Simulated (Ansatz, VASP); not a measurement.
One calculation of BN, two programs

Contents of POSCAR:

```
BN
1.0
    2.5794789977      0.0000000000      0.0000000000
   -1.2897394989      2.2338943405      0.0000000000
    0.0000000000      0.0000000000      4.2268550000
B N
2 2
Direct
    0.6666666667      0.3333333333      0.9997240000
    0.3333333333      0.6666666667      0.4997240000
    0.6666666667      0.3333333333      0.6252760000
    0.3333333333      0.6666666667      0.1252760000
```

INCAR.step1

```
PREC = Accurate
ENCUT = 520
ISMEAR = 0
SIGMA = 0.05
LREAL = False
LASPH = True
NELM = 60
NBANDS = 16
GGA = PE
ALGO = Normal
EDIFF = 1E-4
LWAVE = True
LCHARG = False
```

File INCAR.step2:

```
PREC = Accurate
ENCUT = 520
EDIFF = 1E-7
ISMEAR = 0
SIGMA = 0.05
LREAL = False
LASPH = True
NELM = 60
ALGO = Normal
ISIF = 2
LWAVE = False
LCHARG = False
METAGGA = R2SCAN
LMIXTAU = True
NBANDS = 16
ISTART = 1
```

KPOINTS

```
Automatic mesh
0
Gamma
  12 12 6
```

Input for Ansatz:

```yaml
crystal:
  lattice:
    - [2.5794789977, 0.0, 0.0]
    - [-1.2897394989, 2.2338943405, 0.0]
    - [0.0, 0.0, 4.226855]
  atoms:
    - { symbol: B, position: [0.6666666667, 0.3333333333, 0.999724] }
    - { symbol: B, position: [0.3333333333, 0.6666666667, 0.499724] }
    - { symbol: "N", position: [0.6666666667, 0.3333333333, 0.625276] }
    - { symbol: "N", position: [0.3333333333, 0.6666666667, 0.125276] }
basis:
  ecutwfc: 500
kpoints:
  mp_grid: { grid: [12, 12, 6] }
hamiltonian:
  xc: r2scan
scf:
  occupations: { method: gaussian, width: 0.05 }
output:
  forces: true
  stress: true
  eigenvalues: true
```

Change from the starting cell: strain +0.0100 x Voigt [1, 1, 0, 0, 0, 0], atoms carried along.

Alike in both runs: task single point; functional r2SCAN; k mesh 12 × 12 × 6; occupations gaussian, width 0.05 eV; no spin polarisation.

|  | VASP | Ansatz |
| --- | --- | --- |
| version | VASP 6.6.1 | Ansatz 0.2.0 |
| potentials or method | VASP PAW PBE potentials, release 64 (B, N), cutoff 520 eV | scalar-relativistic, plane waves, PAW |
| valence electrons in the cell | 16 | 16 |

Ansatz gave:

```
gap on the k mesh at the Fermi level (eV)                     : 5.81
least direct gap on the mesh (eV)                             : 8.76
pressure (GPa)                                                : -11.8
traceless stress, the component that is largest in VASP (GPa) : 5.67
rms of the force components (eV/Å)                            : 0.014
```

Estimate VASP's values.

gap on the k mesh at the Fermi level (eV): 5.78; least direct gap on the mesh (eV): 8.74; pressure (GPa): -10.9; traceless stress, the component that is largest in VASP (GPa): 5.70; rms of the force components (eV/Å): 0.014.

VASP's potentials were made for PBE, not for r2SCAN. Atom by atom the forces differ by 0.000 eV/Å (rms over components). The functional is the same, so the differences come from potentials, cutoffs and numerics.
